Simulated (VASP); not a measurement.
# Zr in VASP: settings compared

Aim: see how the results for Zr move with the level of theory and the settings. Levels: PBE, PBE+D3(BJ), PBE+D4. Tasks: single point.

Program: VASP 6.6.1. These are calculated values, not measurements. Logs are shortened: lines on timing, memory, paths and dates and some standing lists are left out, and cuts for length are marked.

### Step 1. The cell of the first run

The cell holds a slab with vacuum, 5 atoms: a = 3.189 Å, b = 3.189 Å, c = 25.415 Å, α = 90.00°, β = 90.00°, γ = 120.00°.

### Step 2. Single point, PBE

INCAR reads:

```
SYSTEM = Zr
  ALGO = Normal
  DIPOL = 0.5 0.5 0.500
  EDIFF = 1E-7
  ENCUT = 520
  GGA = PE
  IDIPOL = 3
  ISIF = 2
  ISMEAR = -1
  LASPH = .True.
  LCHARG = .False.
  LDIPOL = .True.
  LREAL = .False.
  LWAVE = .False.
  NBANDS = 38
  NELM = 100
  PREC = Accurate
  SIGMA = 0.05
```

KPOINTS reads:

```
k-points
0
Gamma
  10 10 1
  0 0 0
```

POSCAR reads:

```
Zr
1.0
    3.1890515832      0.0000000000      0.0000000000
   -1.5945257916      2.7617996850      0.0000000000
    0.0000000000      0.0000000000     25.4153988562
Zr
5
Direct
    0.6666666667      0.3333333333      0.2950966870
    0.3333333333      0.6666666667      0.3975483435
    0.0000000000      0.0000000000      0.5007882666
    0.6666666667      0.3333333333      0.6046927922
    0.3333333333      0.6666666667      0.7023130619
```

Potentials or basis: VASP PAW PBE potentials, release 64 (Zr_sv).

On the command line:

```
> cat potpaw_PBE.64/Zr_sv/POTCAR > POTCAR
> mpirun -np 1 vasp_std > vasp.out
```

OUTCAR:

```text
SYSTEM = Zr
   EDIFF = 1E-7
   ENCUT = 520
   GGA = PE
   ISIF = 2
   ISMEAR = -1
   LASPH = .True.
   LREAL = .False.
   NELM = 100
   PREC = Accurate

 ion  position               nearest neighbor table
   1  0.667  0.333  0.295-   2 3.19   2 3.19   2 3.19
   2  0.333  0.667  0.398-   1 3.19   1 3.19   1 3.19   3 3.21   3 3.21   3 3.21
   3  0.000  0.000  0.501-   2 3.21   2 3.21   2 3.21   4 3.22   4 3.22   4 3.22
   4  0.667  0.333  0.605-   5 3.09   5 3.09   5 3.09   3 3.22   3 3.22   3 3.22
   5  0.333  0.667  0.702-   4 3.09   4 3.09   4 3.09

  LATTYP: Found a hexagonal cell.
 ALAT       =     3.1890515832
 C/A-ratio  =     7.9695791031

  Lattice vectors:

 A1 = (   3.1890515832,   0.0000000000,   0.0000000000)
 A2 = (  -1.5945257916,   2.7617996850,   0.0000000000)
 A3 = (   0.0000000000,   0.0000000000,  25.4153988562)

Analysis of symmetry for initial positions (statically):
=====================================================================
 Subroutine PRICEL returns:
 Original cell was already a primitive cell.

 Routine SETGRP: Setting up the symmetry group for a
 hexagonal supercell.

 Subroutine GETGRP returns: Found  6 space group operations
 (whereof  6 operations were pure point group operations)
 out of a pool of 24 trial point group operations.

The static configuration has the point symmetry C_3v.

Analysis of symmetry for dynamics (positions and initial velocities):
=====================================================================
 Subroutine PRICEL returns:
 Original cell was already a primitive cell.

 Routine SETGRP: Setting up the symmetry group for a
 hexagonal supercell.

 Subroutine GETGRP returns: Found  6 space group operations
 (whereof  6 operations were pure point group operations)
 out of a pool of 24 trial point group operations.

The dynamic configuration has the point symmetry C_3v.

 Subroutine INISYM returns: Found  6 space group operations
 (whereof  6 operations are pure point group operations),
 and found     1 'primitive' translations

----------------------------------------------------------------------------------------

                                     Primitive cell

  volume of cell :     223.8467

  direct lattice vectors                    reciprocal lattice vectors
     3.189051583  0.000000000  0.000000000     0.313572852  0.181041370  0.000000000
    -1.594525792  2.761799685  0.000000000     0.000000000  0.362082741  0.000000000
[... 89 lines left out ...]
   TEBEG  =    0.0;   TEEND  =   0.0 temperature during run
   PSTRESS=    0.0 pullay stress
   NELECT =      60.0000    total number of electrons
   NUPDOWN=      -1.0000    fix difference up-down
   EMIN   =  10.00;   EMAX   =-10.00  energy-range for DOS
   EFERMI =   0.00;   METHOD = LEGACY
   ISMEAR =    -1;   SIGMA  =   0.05  broadening in eV -4-tet -1-fermi 0-gaus
   EFERMI_NEDOS =   21; number of points for ismear=-14 and -15
   IALGO  =     38    algorithm
   IMIX   =      4    mixing-type and parameters
     AMIX     =   0.40;   BMIX     =  1.00
     AMIX_MAG =   1.60;   BMIX_MAG =  1.00
  volume/ion in A,a.u.               =      44.77       302.12
  Fermi-wavevector in a.u.,A,eV,Ry     =   1.055541  1.994683 15.159154  1.114166
  Thomas-Fermi vector in A             =   2.190743
   LORBIT       =      0    0 simple, 1 ext, 2 COOP (PROOUT), +10 PAW based schemes
   GGA     = PE    functional components
   LHFCALC =     F    Hartree Fock is set to
   AEXX    =    0.0000 exact exchange contribution
   IVDW    =     0    specifies the selected vdW correction
   LEPSILON=     F    determine dielectric tensor
   LRPA    =     F    only Hartree local field effects (RPA)
 non-spin polarized calculation
  energy-cutoff  :      520.00
  volume of cell :      223.85
 maximum number of plane-waves:      6070
 NGX is ok and might be reduce to    24
   NGX = 11   NGY = 11   NGZ = 95

 dipolmoment           0.000000      0.000000      0.000517 electrons x Angstroem

 number of electron      60.0000000 magnetization

 dipolmoment           0.000000      0.000000     -0.002288 electrons x Angstroem

 Free energy of the ion-electron system (eV)
  ---------------------------------------------------
  ext. energy  EPLUGINS =         0.00000000
  ---------------------------------------------------
  free energy    TOTEN  =       -40.75841778 eV

  energy without entropy =      -40.69122707  energy(sigma->0) =      -40.72482243

 E-fermi :   2.7216     XC(G=0):  -6.4989

 val. band max:        2.7174352137   @ k =   0.2000   0.1000   0.0000
 cond. band min:       2.7590147360   @ k =   0.3000   0.3000   0.0000
 fundamental gap:      0.0415795223
 Fermi energy:         2.7216179068

 k-point     1 :       0.0000    0.0000    0.0000
  band No.  band energies     occupation
      1     -46.2451      2.00000
      2     -46.2173      2.00000
      3     -45.9459      2.00000
      4     -45.8924      2.00000
      5     -45.8390      2.00000
      6     -24.5364      2.00000
[... 563 lines left out ...]
     37       4.9695      0.00000
     38       5.1359      0.00000

------------------------ aborting loop because EDIFF is reached ----------------------------------------

 vacuum level on the upper side and lower side of the slab       (xc-potential included)        -0.173        -0.132

  FORCE on cell =-STRESS in cart. coord.  units (eV):
  Direction    XX          YY          ZZ          XY          YZ          ZX
  --------------------------------------------------------------------------------------
  -------------------------------------------------------------------------------------
  Total       -0.8289962     -0.8289962     -0.9931547      0.0000000      0.0000000      0.0000000
  in kB       -5.9335207     -5.9335207     -7.1084817      0.0000000      0.0000000      0.0000000
  external PRESSURE =      -6.3251744 kB  Pullay stress =       0.0000000 kB

 VOLUME and BASIS-vectors are now :
 -----------------------------------------------------------------------------
  energy-cutoff  :      520.00
  volume of cell :      223.85
      direct lattice vectors                 reciprocal lattice vectors
     3.189051583  0.000000000  0.000000000     0.313572852  0.181041370  0.000000000
    -1.594525792  2.761799685  0.000000000     0.000000000  0.362082741  0.000000000
     0.000000000  0.000000000 25.415398856     0.000000000  0.000000000  0.039346225

 POSITION                                       TOTAL-FORCE (eV/Angst)
 -----------------------------------------------------------------------------------
      1.59453      0.92060      7.50000         0.000000     -0.000000      0.372495
     -0.00000      1.84120     10.10385         0.000000     -0.000000     -0.375722
      0.00000      0.00000     12.72773        -0.000000      0.000000     -0.000893
      1.59453      0.92060     15.36851        -0.000000      0.000000      0.003735
     -0.00000      1.84120     17.84957        -0.000000     -0.000000      0.000385
 -----------------------------------------------------------------------------------
    total drift:                                0.000000      0.000000     -0.000094

  FREE ENERGIE OF THE ION-ELECTRON SYSTEM (eV)
  ---------------------------------------------------
  free  energy   TOTEN  =       -40.7584177775 eV

  energy  without entropy=      -40.6912270730  energy(sigma->0) =      -40.72482243

 vacuum level on the upper side and lower side of the slab         6.799         6.840
```

stdout:

```text
POSCAR found type information on POSCAR Zr
 POSCAR found :  1 types and       5 ions
 scaLAPACK will be used
 LDA part: xc-table for (Slater+PW92), standard interpolation
 POSCAR, INCAR and KPOINTS ok, starting setup
 FFT: planning ... GRIDC
 FFT: planning ... GRID_SOFT
 FFT: planning ... GRID
 WAVECAR not read
 entering main loop
```

Wall time 4.3 min (1 thread of Intel Xeon Platinum 8259CL at 2.50GHz (Skylake/Cascade Lake), shared host); peak memory 0.35 GiB.

Results:

* Free energy: -40.7584 eV
* Largest force: 0.376 eV/Å
* Band gap on the k mesh: zero (band 30 reaches 3.49 eV, above the bottom of band 31 at 2.35 eV)

Forces in eV/Å, atoms in the order of the input:
```
Zr   0.000  0.000  0.372
Zr   0.000  0.000 -0.376
Zr   0.000  0.000 -0.001
Zr   0.000  0.000  0.004
Zr   0.000  0.000  0.000
```

### Step 3. Single point, PBE+D3(BJ)

INCAR reads:

```
SYSTEM = Zr
PREC     = Accurate       ! precision mode
ENCUT    = 520            ! plane-wave cutoff, eV
EDIFF    = 1E-6           ! SCF threshold, eV
ISMEAR   = -1             ! smearing method
SIGMA    = 0.05           ! smearing width, eV
LREAL    = .False.        ! projectors in reciprocal space
LASPH    = .True.         ! aspherical terms in the spheres
NELM     = 60             ! most SCF steps
ALGO     = Normal         ! electronic algorithm
ISIF     = 2              ! what is computed and relaxed
LWAVE    = .False.        ! write WAVECAR
LCHARG   = .False.        ! write CHGCAR
LDIPOL   = .True.       
IDIPOL   = 3            
DIPOL    = 0.5 0.5 0.498
GGA      = PE             ! functional
IVDW     = 12             ! dispersion correction
NBANDS   = 38             ! bands
```

KPOINTS reads:

```
Automatic mesh
0
Gamma
  10 10 1
  0 0 0
```

POSCAR reads:

```
Zr
1.0
    3.1890515832      0.0000000000      0.0000000000
   -1.5945257916      2.7617996850      0.0000000000
    0.0000000000      0.0000000000     25.4153988562
Zr
5
Direct
    0.6666666667      0.3333333333      0.2950966870
    0.3333333333      0.6666666667      0.3975483435
    0.0000000000      0.0000000000      0.4984271934
    0.6666666667      0.3333333333      0.5999703180
    0.3333333333      0.6666666667      0.6966029837
```

Potentials or basis: VASP PAW PBE potentials, release 64 (Zr_sv).

On the command line:

```
> cat potpaw_PBE.64/Zr_sv/POTCAR > POTCAR
> mpirun -np 1 vasp_std > vasp.out
```

Wall time 5.7 min (1 thread of Intel Xeon Platinum 8259CL at 2.50GHz (Skylake/Cascade Lake), shared host); peak memory 0.35 GiB.

Results (log left out):

```yaml
Free_energy: -42.9212 eV
Largest_force: 0.479 eV/Å
Band_gap_on_the_k_mesh: zero (band 30 reaches 3.46 eV, above the bottom of band 31 at 2.33 eV)
Dispersion_energy_per_atom: -0.435 eV
```

Forces on the atoms (eV/Å):
```
Zr   0.000  0.000  0.476
Zr   0.000  0.000 -0.479
Zr   0.000  0.000  0.000
Zr   0.000  0.000  0.002
Zr   0.000  0.000  0.002
```

Levels at points of the mesh, in eV from the Fermi level:
```csv
k point,band 27,band 28,band 29,band 30,band 31,band 32,band 33,band 34
"(0.00, 0.00, 0.00)",-0.07,0.37,0.59,0.76,0.76,0.89,0.93,0.93
"(0.50, 0.00, 0.00)",-1.70,-1.04,-0.26,0.50,0.67,0.81,0.86,1.28
```

(Part 1 of 2 ends here.)
